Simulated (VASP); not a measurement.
# Cr (R-3m) in VASP: further runs

Cr is run at these levels: LDA; tasks: electric field gradients.

Everything below comes from runs of VASP 6.6.1. Logs are shortened: lines on timing, memory, paths and dates and some standing lists are left out, and cuts for length are marked.

**1. The cell of the first run**

It takes space group R-3m (No. 166, trigonal). Conventional cell: a = 4.017 Å, b = 4.017 Å, c = 2.572 Å, α = 90.00°, β = 90.00°, γ = 120.00°. Cr (site symmetry -3m) has 14 Cr at 2.47 to 2.88 Å within 3.3 Å.

**2. Electric field gradients, LDA, collinear spin, ferromagnetic start (equal xy, yz and zx shear strains of +3 %)**

INCAR reads:

```
SYSTEM = Cr
ALGO = Normal ; EDIFF = 1E-8
ENCUT = 520 ; ISIF = 2
ISMEAR = -1 ; ISPIN = 2
LASPH = .TRUE. ; LCHARG = .FALSE.
LEFG = .TRUE. ; LMAXMIX = 4
LORBIT = 11 ; LREAL = .FALSE.
LWAVE = .FALSE. ; MAGMOM = 3
NBANDS = 16 ; NELM = 150
PREC = Accurate ; SIGMA = 0.08
```

KPOINTS reads:

```
k-points
0
G
  18 18 18
  0 0 0
```

POSCAR reads:

```
Cr
1.0
   -1.3986915000      1.4419500000      1.4419500000
    1.4419500000     -1.3986915000      1.4419500000
    1.4419500000      1.4419500000     -1.3986915000
Cr
1
Direct
    0.0000000000      0.0000000000      0.0000000000
```

Potentials or basis: VASP PAW LDA potentials, release 64 (Cr_pv).

Command:

```
$ cat potpaw_LDA.64/Cr_pv/POTCAR > POTCAR
$ mpirun -np 1 vasp_std > vasp.out
```

OUTCAR:

```text
SYSTEM = Cr
   EDIFF = 1E-8
   ENCUT = 520
   ISIF = 2
   ISMEAR = -1
   ISPIN = 2
   LASPH = .TRUE.
   LORBIT = 11
   LREAL = .FALSE.
   NELM = 150
   PREC = Accurate

 ion  position               nearest neighbor table
   1  0.000  0.000  0.000-

  LATTYP: Found a trigonal (rhomboedric) cell.
 ALAT       =     2.4728076183
 COS(alpha) =    -0.3196300452

  Lattice vectors:

 A1 = (  -1.3986915000,   1.4419500000,   1.4419500000)
 A2 = (   1.4419500000,  -1.3986915000,   1.4419500000)
 A3 = (   1.4419500000,   1.4419500000,  -1.3986915000)

Analysis of symmetry for initial positions (statically):
=====================================================================
 Subroutine PRICEL returns:
 Original cell was already a primitive cell.

 Routine SETGRP: Setting up the symmetry group for a
 trigonal (rhombohedral) supercell.

 Subroutine GETGRP returns: Found 12 space group operations
 (whereof 12 operations were pure point group operations)
 out of a pool of 12 trial point group operations.

The static configuration has the point symmetry D_3d.

Analysis of symmetry for dynamics (positions and initial velocities):
=====================================================================
 Subroutine PRICEL returns:
 Original cell was already a primitive cell.

 Routine SETGRP: Setting up the symmetry group for a
 trigonal (rhombohedral) supercell.

 Subroutine GETGRP returns: Found 12 space group operations
 (whereof 12 operations were pure point group operations)
 out of a pool of 12 trial point group operations.

The dynamic configuration has the point symmetry D_3d.

Analysis of structural, dynamic, and magnetic symmetry:
=====================================================================
 Subroutine PRICEL returns:
 Original cell was already a primitive cell.

 Routine SETGRP: Setting up the symmetry group for a
 trigonal (rhombohedral) supercell.

 Subroutine GETGRP returns: Found 12 space group operations
 (whereof 12 operations were pure point group operations)
 out of a pool of 12 trial point group operations.

The overall configuration has the point symmetry D_3d.

 Subroutine INISYM returns: Found 12 space group operations
 (whereof 12 operations are pure point group operations),
 and found     1 'primitive' translations

----------------------------------------------------------------------------------------

                                     Primitive cell

  volume of cell :      11.9845

  direct lattice vectors                    reciprocal lattice vectors
    -1.398691500  1.441950000  1.441950000    -0.010253393  0.341779766  0.341779766
     1.441950000 -1.398691500  1.441950000     0.341779766 -0.010253393  0.341779766
     1.441950000  1.441950000 -1.398691500     0.341779766  0.341779766 -0.010253393

  length of vectors
     2.472807618  2.472807618  2.472807618     0.483458321  0.483458321  0.483458321

  position of ions in fractional coordinates (direct lattice)
     0.000000000  0.000000000  0.000000000

  ion indices of the primitive-cell ions
   primitive index   ion index
                 1           1

----------------------------------------------------------------------------------------

 KPOINTS: k-points

Automatic generation of k-mesh.
 Grid dimensions read from file:
 generate k-points for:   18   18   18

 Generating k-lattice:

  Cartesian coordinates                     Fractional coordinates (reciprocal lattice)
    -0.000569633  0.018987765  0.018987765     0.055555556  0.000000000  0.000000000
     0.018987765 -0.000569633  0.018987765     0.000000000  0.055555556  0.000000000
     0.018987765  0.018987765 -0.000569633    -0.000000000 -0.000000000  0.055555556

  Length of vectors
     0.026858796  0.026858796  0.026858796

  Shift w.r.t. Gamma in fractional coordinates (k-lattice)
     0.000000000  0.000000000  0.000000000

 Subroutine IBZKPT returns following result:
 ===========================================

 Found    580 irreducible k-points:

 Following reciprocal coordinates:
            Coordinates               Weight
  0.000000  0.000000  0.000000      1.000000
  0.055556  0.000000  0.000000      6.000000
  0.111111  0.000000  0.000000      6.000000
  0.166667 -0.000000 -0.000000      6.000000
  0.222222 -0.000000 -0.000000      6.000000
  0.277778 -0.000000 -0.000000      6.000000
[... 16 lines left out ...]
 -0.277778  0.055556  0.000000     12.000000
 -0.222222  0.055556 -0.000000     12.000000
 [... further k-points ...]
   k-points           NKPTS =    580   k-points in BZ     NKDIM =    580   number of bands    NBANDS=     16
   number of dos      NEDOS =    301   number of ions     NIONS =      1
   total plane-waves  NPLWV =   5832
   dimension x,y,z NGX =    18 NGY =   18 NGZ =   18
   dimension x,y,z NGXF=    36 NGYF=   36 NGZF=   36
   ions per type =               1
   NGX,Y,Z   is equivalent  to a cutoff of  12.10, 12.10, 12.10 a.u.
   NGXF,Y,Z  is equivalent  to a cutoff of  24.20, 24.20, 24.20 a.u.
 SYSTEM =  Cr
   PREC   = accura    normal or accurate (medium, high low for compatibility)
   ISTART =      0    job   : 0-new  1-cont  2-samecut
   ICHARG =      2    charge: 1-file 2-atom 10-const
   ISPIN  =      2    spin polarized calculation?
   LNONCOLLINEAR =      F non collinear calculations
   LSORBIT =      F    spin-orbit coupling
   LASPH  =      T    aspherical Exc in radial PAW
   ENCUT  =  520.0 eV  38.22 Ry    6.18 a.u.   4.60  4.60  4.60*2*pi/ulx,y,z
   NELM   =    150;   NELMIN=  2; NELMDL= -5     # of ELM steps
   EDIFF  = 0.1E-07   stopping-criterion for ELM
   LREAL  =      F    real-space projection
   EDIFFG = 0.1E-06   stopping-criterion for IOM
   NSW    =      0    number of steps for IOM
   IBRION =     -1    ionic relax: 0-MD 1-quasi-New 2-CG
   NFREE  =      0    steps in history (QN), initial steepest desc. (CG)
   ISIF   =      2    stress and relaxation
   ISYM   =      2    0-nonsym 1-usesym 2-fastsym
   POTIM  = 0.5000    time-step for ionic-motion
   TEBEG  =    0.0;   TEEND  =   0.0 temperature during run
   PSTRESS=    0.0 pullay stress
   NELECT =      12.0000    total number of electrons
   NUPDOWN=      -1.0000    fix difference up-down
   EMIN   =  10.00;   EMAX   =-10.00  energy-range for DOS
   EFERMI =   0.00;   METHOD = LEGACY
   ISMEAR =    -1;   SIGMA  =   0.08  broadening in eV -4-tet -1-fermi 0-gaus
   EFERMI_NEDOS =   21; number of points for ismear=-14 and -15
   IALGO  =     38    algorithm
   IMIX   =      4    mixing-type and parameters
     AMIX     =   0.40;   BMIX     =  1.00
     AMIX_MAG =   1.60;   BMIX_MAG =  1.00
  volume/ion in A,a.u.               =      11.98        80.88
  Fermi-wavevector in a.u.,A,eV,Ry     =   1.637804  3.095000 36.496276  2.682401
  Thomas-Fermi vector in A             =   2.728882
   LORBIT       =     11    0 simple, 1 ext, 2 COOP (PROOUT), +10 PAW based schemes
   GGA     = CA    functional components
   LHFCALC =     F    Hartree Fock is set to
   AEXX    =    0.0000 exact exchange contribution
   IVDW    =     0    specifies the selected vdW correction
   LEPSILON=     F    determine dielectric tensor
   LRPA    =     F    only Hartree local field effects (RPA)
 spin polarized calculation
  energy-cutoff  :      520.00
  volume of cell :       11.98
 maximum number of plane-waves:       340
   NGX =  9   NGY =  9   NGZ =  9

 number of electron      12.0000001 magnetization      -0.0000018

 number of electron      12.0000001 magnetization       0.0000044

 Free energy of the ion-electron system (eV)
  ---------------------------------------------------
  ext. energy  EPLUGINS =         0.00000000
  ---------------------------------------------------
  free energy    TOTEN  =       -10.53378114 eV

  energy without entropy =      -10.51558653  energy(sigma->0) =      -10.52468384

 E-fermi :  10.2790     XC(G=0): -13.7855

 val. band max:       10.2746495452   @ k =  -0.2778   0.1667   0.1667
 cond. band min:      10.2827428615   @ k =  -0.1667   0.2778   0.1111
 fundamental gap:      0.0080933162
 Fermi energy:        10.2789640960

 spin component 1

 k-point     1 :       0.0000    0.0000    0.0000
  band No.  band energies     occupation
      1     -32.1598      1.00000
      2     -32.0873      1.00000
      3     -32.0873      1.00000
      4       2.6155      1.00000
      5       9.2097      1.00000
      6       9.2097      1.00000
[... 8 lines left out ...]
     15      39.4097      0.00000
     16      43.1028      0.00000

 k-point     2 :       0.0556    0.0000    0.0000
  band No.  band energies     occupation
      1     -32.1776      1.00000
      2     -32.1021      1.00000
      3     -32.0876      1.00000
      4       2.7434      1.00000
      5       9.1657      1.00000
      6       9.2259      1.00000
[... 8 lines left out ...]
     15      39.5548      0.00000
     16      41.3441      0.00000
[... 387 lines left out ...]
      5       8.5300      1.00000
      6       8.9313      1.00000
[... 8 lines left out ...]
     15      38.7312      0.00000
     16      39.5869      0.00000

 k-point    24 :      -0.2222    0.0556   -0.0000
  band No.  band energies     occupation
      1     -32.4256      1.00000
      2     -32.1961      1.00000
      3     -32.0989      1.00000
      4       4.1656      1.00000
      5       8.7674      1.00000
      6       9.0811      1.00000
[... 8 lines left out ...]
     15      38.6400      0.00000
     16      39.1954      0.00000

 [... further k-points ...]

 spin component 2

 k-point     1 :       0.0000    0.0000    0.0000
  band No.  band energies     occupation
      1     -32.1598      1.00000
      2     -32.0873      1.00000
      3     -32.0873      1.00000
      4       2.6155      1.00000
      5       9.2097      1.00000
      6       9.2097      1.00000
[... 8 lines left out ...]
     15      39.4097      0.00000
     16      43.1028      0.00000

 k-point     2 :       0.0556    0.0000    0.0000
  band No.  band energies     occupation
      1     -32.1776      1.00000
      2     -32.1021      1.00000
      3     -32.0876      1.00000
      4       2.7434      1.00000
      5       9.1657      1.00000
      6       9.2259      1.00000
[... 8 lines left out ...]
     15      39.5548      0.00000
     16      41.3441      0.00000
[... 387 lines left out ...]
      5       8.5300      1.00000
      6       8.9313      1.00000
[... 8 lines left out ...]
     15      38.7312      0.00000
     16      39.5869      0.00000

 k-point    24 :      -0.2222    0.0556   -0.0000
  band No.  band energies     occupation
      1     -32.4256      1.00000
      2     -32.1961      1.00000
      3     -32.0989      1.00000
      4       4.1656      1.00000
      5       8.7674      1.00000
      6       9.0811      1.00000
[... 8 lines left out ...]
     15      38.6400      0.00000
     16      39.1954      0.00000

 [... further k-points ...]

------------------------ aborting loop because EDIFF is reached ----------------------------------------

  FORCE on cell =-STRESS in cart. coord.  units (eV):
  Direction    XX          YY          ZZ          XY          YZ          ZX
  --------------------------------------------------------------------------------------
  -------------------------------------------------------------------------------------
  Total       -1.8002869     -1.8002869     -1.8002869     -0.1547390     -0.1547390     -0.1547390
  in kB     -240.6755749   -240.6755749   -240.6755749    -20.6866440    -20.6866440    -20.6866440
  external PRESSURE =    -240.6755749 kB  Pullay stress =       0.0000000 kB

 VOLUME and BASIS-vectors are now :
 -----------------------------------------------------------------------------
  energy-cutoff  :      520.00
  volume of cell :       11.98
      direct lattice vectors                 reciprocal lattice vectors
    -1.398691500  1.441950000  1.441950000    -0.010253393  0.341779766  0.341779766
     1.441950000 -1.398691500  1.441950000     0.341779766 -0.010253393  0.341779766
     1.441950000  1.441950000 -1.398691500     0.341779766  0.341779766 -0.010253393

 POSITION                                       TOTAL-FORCE (eV/Angst)
 -----------------------------------------------------------------------------------
      0.00000      0.00000      0.00000         0.000000     -0.000000     -0.000000
 -----------------------------------------------------------------------------------
    total drift:                                0.000000     -0.000000      0.000000

  FREE ENERGIE OF THE ION-ELECTRON SYSTEM (eV)
  ---------------------------------------------------
  free  energy   TOTEN  =       -10.5337811396 eV

  energy  without entropy=      -10.5155865338  energy(sigma->0) =      -10.52468384

 Electric field gradients (V/A^2)
---------------------------------------------------------------------
 ion       V_xx      V_yy      V_zz      V_xy      V_xz      V_yz
---------------------------------------------------------------------
   1      -0.000    -0.000     0.000    -0.132    -0.132    -0.132
---------------------------------------------------------------------

 Electric field gradients after diagonalization (V/A^2)
 (convention: |V_zz| > |V_xx| > |V_yy|)
----------------------------------------------------------------------
 ion       V_xx      V_yy      V_zz     asymmetry (V_yy - V_xx)/ V_zz
----------------------------------------------------------------------
   1       0.132     0.132    -0.265       0.000
----------------------------------------------------------------------

           NMR quadrupolar parameters

 Cq : quadrupolar parameter    Cq=e*Q*V_zz/h
 eta: asymmetry parameters     (V_yy - V_xx)/ V_zz
 Q  : nuclear electric quadrupole moment in mb (millibarn)
----------------------------------------------------------------------
 ion       Cq(MHz)       eta       Q (mb)
----------------------------------------------------------------------
   1      -0.001       0.000       1.000
----------------------------------------------------------------------

 total charge

# of ion       s       p       d       tot
------------------------------------------
    1        0.415   6.376   4.197  10.988

 magnetization (x)

# of ion       s       p       d       tot
------------------------------------------
    1        0.000   0.000  -0.000  -0.000
```

Wall time 1.7 min (1 thread of Intel Xeon 6975P-C (Granite Rapids), shared host); peak memory 0.25 GiB.

Results:

* Free energy: -10.5338 eV
* Pressure: -24.1 GPa
* Band gap on the k mesh: zero (filled and empty bands overlap)
* Net moment: 0.00 μB per cell
* Largest electric field gradient by atom: Cr -0.27 V/Å²
* Valence electrons inside the program's atomic spheres: Cr 10.99

Levels at points of the mesh, in eV from the Fermi level:
Spin up:
| k point | band 4 | band 5 | band 6 | band 7 | band 8 | band 9 |
| --- | --- | --- | --- | --- | --- | --- |
| (0.00, 0.00, 0.00) | -7.66 | -1.07 | -1.07 | -0.56 | 1.05 | 1.05 |
| (0.50, 0.00, 0.00) | -4.26 | -2.41 | 0.85 | 1.12 | 1.43 | 2.60 |
| (0.50, 0.50, 0.00) | -4.27 | -2.31 | 0.97 | 1.23 | 1.39 | 2.80 |
| (0.50, 0.50, 0.50) | -4.14 | -4.14 | 2.02 | 2.48 | 2.48 | 5.31 |
Spin down:
```
           k point  band 4  band 5  band 6  band 7  band 8  band 9
(0.00, 0.00, 0.00)   -7.66   -1.07   -1.07   -0.56    1.05    1.05
(0.50, 0.00, 0.00)   -4.26   -2.41    0.85    1.12    1.43    2.60
(0.50, 0.50, 0.00)   -4.27   -2.31    0.97    1.23    1.39    2.80
(0.50, 0.50, 0.50)   -4.14   -4.14    2.02    2.48    2.48    5.31
```

Caveat: the cell differs from its parent crystal (equal xy, yz and zx shear strains of +3 %); the cell stands under tension; without QUAD_EFG the Cq values of the log hold for a quadrupole moment of 1 mb, not for the nuclei.

[end of part 1 of 2]
